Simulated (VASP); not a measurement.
Wanted: the native input for a VASP 6.6.1 run.

- Task: relaxation of cell and atoms
- Functional: PBEsol
- Potentials or basis: VASP PAW PBE potentials, release 64 (Ir)
- Cutoff: 600 eV
- k mesh: 24 × 24 × 24
- Occupations: fermi-dirac, width 0.05 eV
- Spin: no spin polarisation
- Target pressure: 2 GPa
- Dipole correction: no
- Further INCAR settings: ALGO = Normal; EDIFF = 1e-06; IBRION = 2; EDIFFG = -0.002; NSW = 100; ISIF = 3

The structure of Ir lies in POSCAR:

```
Ir
1.0
    0.0000000000      1.9152318222      1.9152318222
    1.9152318222      0.0000000000      1.9152318222
    1.9152318222      1.9152318222      0.0000000000
Ir
1
Direct
    0.0000000000      0.0000000000      0.0000000000
```

These files were run (other wordings do the same):

INCAR

```
SYSTEM = Ir
PREC = Accurate ; ENCUT = 600
EDIFF = 1E-6 ; ISMEAR = -1
SIGMA = 0.05 ; LREAL = .FALSE.
LASPH = .TRUE. ; NELM = 100
ALGO = Normal ; ISIF = 3
LWAVE = .FALSE. ; LCHARG = .FALSE.
GGA = PS ; IBRION = 2
NSW = 100 ; EDIFFG = -0.002
PSTRESS = 20.0
```

KPOINTS

```
Automatic mesh
0
G
  24 24 24
  0 0 0
```

Potentials or basis: VASP PAW PBE potentials, release 64 (Ir).

The run is started by

```bash
$ cat potpaw_PBE.64/Ir/POTCAR > POTCAR
$ mpirun -np 1 vasp_std > vasp.out
```

Results of the run:

The relaxed volume is 14.02 Å³/atom. The relaxed cell is a = 2.706 Å, b = 2.706 Å, c = 2.706 Å, α = 60.00°, β = 60.00°, γ = 60.00°, the space group after relaxing (to 0.1 Å) is Fm-3m (No. 225) and the energy change on relaxing (the run minimises the enthalpy) is +0.3 meV/atom. The ionic steps are 3 and the pressure after relaxing is 2.0 GPa. The band gap on the k mesh is zero (an odd number of electrons rules out a gap without spin polarisation).

Caveat: the cell is relaxed towards a set pressure, so the run minimises the enthalpy, not the energy; the PAW data sets were made with another functional, which shifts forces and pressure a little; spin-orbit coupling is left out, which moves the levels of the heavy elements.

It took 82 s on 1 thread of Intel Xeon 8259CL, on a shared host, peak memory 0.21 GiB.
